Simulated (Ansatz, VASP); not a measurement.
# SnSe in VASP and in Ansatz

```
CELL_PARAMETERS angstrom
0.00000 2.98489 2.98489
2.98489 0.00000 2.98489
2.98489 2.98489 0.00000
ATOMIC_POSITIONS crystal
Sn 0.00000 0.00000 0.00000
Se 0.50000 0.50000 0.50000
```

Alike in both runs: task single point; functional PBEsol; k mesh 6 × 6 × 6; no spin polarisation.

|  | VASP | Ansatz |
| --- | --- | --- |
| version | VASP 6.6.1 | Ansatz 0.2.0 |
| potentials or method | VASP PAW PBE potentials, release 64 (Sn_d, Se) | plane waves |
| plane-wave cutoff (eV) | 500 | 420 |
| occupations | methfessel-paxton of order 1, width 0.001 eV | cold, width 0.001 eV |
| valence electrons in the cell | 20 | 30 |

```tsv
	VASP	Ansatz	Ansatz less VASP
gap on the k mesh at the Fermi level (eV)	0.76	0.76	-0.002
pressure (GPa)	-1.0	-1.0	-0.02
```

VASP's potentials were made for PBE, not for PBEsol. VASP's potentials hold 20 valence electrons a cell and Ansatz's 30, so a difference there can come from the potentials and not from the codes.
